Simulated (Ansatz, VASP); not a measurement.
# Pt in VASP and in Ansatz

File INCAR:

```
SYSTEM = Pt
  PREC = Accurate
  ENCUT = 600
  EDIFF = 1E-6
  ISMEAR = -1
  SIGMA = 0.1
  LREAL = .FALSE.
  LASPH = .TRUE.
  NELM = 60
  ALGO = Normal
  ISIF = 3
  LWAVE = .FALSE.
  LCHARG = .FALSE.
  GGA = PE
  IBRION = 2
  NSW = 60
  EDIFFG = -0.005
```

Contents of KPOINTS:

```
Automatic mesh
0
G
  17 17 17
  0 0 0
```

Contents of POSCAR:

```
Pt
1.0
    0.0000000000      1.9857740511      1.9857740511
    1.9857740511      0.0000000000      1.9857740511
    1.9857740511      1.9857740511      0.0000000000
Pt
1
Direct
    0.0000000000      0.0000000000      0.0000000000
```

Input for Ansatz:

```yaml
crystal:
  lattice:
    - [0.0, 1.9857740511, 1.9857740511]
    - [1.9857740511, 0.0, 1.9857740511]
    - [1.9857740511, 1.9857740511, 0.0]
  atoms:
    - { symbol: Pt, position: [0.0, 0.0, 0.0] }
kpoints:
  mp_grid: { grid: [17, 17, 17] }
scf:
  occupations: { method: fermi_dirac, width: 0.1 }
hamiltonian:
  xc: pbe
  pseudopotentials: { kind: paw }
output:
  forces: true
  stress: true
relax:
  f_tol: 0.005
  max_steps: 40
  cell: {}
```

Alike in both runs: task relaxation of cell and atoms; functional PBE; k mesh 17 × 17 × 17; occupations fermi-dirac, width 0.1 eV; no spin polarisation.

|  | VASP | Ansatz |
| --- | --- | --- |
| version | VASP 6.6.1 | Ansatz 0.2.0 |
| potentials or method | VASP PAW PBE potentials, release 64 (Pt) | PAW with Ansatz's default frozen-core files, scalar-relativistic |
| plane-wave cutoff (eV) | 600 | 420 |
| valence electrons in the cell | 10 | 18 |

Ansatz gave:

```
relaxed volume (Å³/atom)                                     : 15.67
relaxed cell length with the largest relative difference (Å) : 2.809
```

**Question.** What did VASP give for the same quantities?

**Answer.** Relaxed volume (Å³/atom): 15.64; relaxed cell length with the largest relative difference (Å): 2.807.

VASP's potentials hold 10 valence electrons a cell and Ansatz's 18, so a difference there can come from the potentials and not from the codes.

Neither program's run includes spin-orbit coupling.
